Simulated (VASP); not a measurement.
Ta2N: single point with LDA

Crystal: Ta2N.

```xyz
9
Lattice="5.1945 0.0000 0.0000 -2.5973 4.4986 0.0000 0.0000 0.0000 4.9483" Properties=species:S:1:pos:R:3 pbc="T T T"
Ta    1.7943    3.1078    3.7241
Ta   -0.8030    1.3908    3.7241
Ta    1.6060    0.0000    3.7241
Ta    0.8030    1.3908    1.2242
Ta   -1.7943    3.1078    1.2242
Ta    3.5886    0.0000    1.2242
N     2.5973    1.4995    2.4742
N     0.0000    2.9991    2.4742
N     0.0000    0.0000    0.0000
```

This cell differs from its parent crystal: c/a of the conventional cell at fixed volume 0.9526.

```yaml
Program: VASP 6.6.1
Task: single point
Functional: LDA
Potentials_or_basis: VASP PAW LDA potentials, release 64 (Ta_pv, N)
Cutoff: 520 eV
k_mesh: 9 × 9 × 8
Occupations: gaussian, width 0.15 eV
Spin: no spin polarisation
Dipole_correction: no
Further_INCAR_settings: ALGO = Normal; EDIFF = 1e-06; NBANDS = 50
```

The pressure is 7.9 GPa. The largest force is 4.243 eV/Å.

Forces in eV/Å, atoms in the order of the input:
```
Ta  -1.995 -3.456 -1.443
Ta  -1.995  3.456 -1.443
Ta   3.990  0.000 -1.443
Ta   1.995  3.456  1.443
Ta   1.995 -3.456  1.443
Ta  -3.990  0.000  1.443
N    0.000  0.000  0.000
N    0.000  0.000  0.000
N    0.000  0.000  0.000
```

Stress tensor (GPa, compression positive):
```
10.88  0.00  0.00
 0.00 10.88  0.00
 0.00  0.00  2.04
```

Levels at points of the mesh, in eV from the Fermi level:
```tsv
k point	band 39	band 40	band 41	band 42	band 43	band 44
(0.00, 0.00, 0.00)	-0.42	-0.06	-0.06	0.04	0.04	1.17
(0.00, 0.00, 0.50)	-1.33	-1.20	-1.20	0.27	0.27	1.46
```

Wall time 4.6 min on 1 thread of AMD EPYC 9R45 96-Core Processor (Zen 5) (shared host), peak memory 0.4 GiB.

Caveat: spin-orbit coupling is left out, which moves the levels of the heavy elements; forces of over 1 eV/Å act on the atoms, so gaps and moduli don't describe the material at rest.
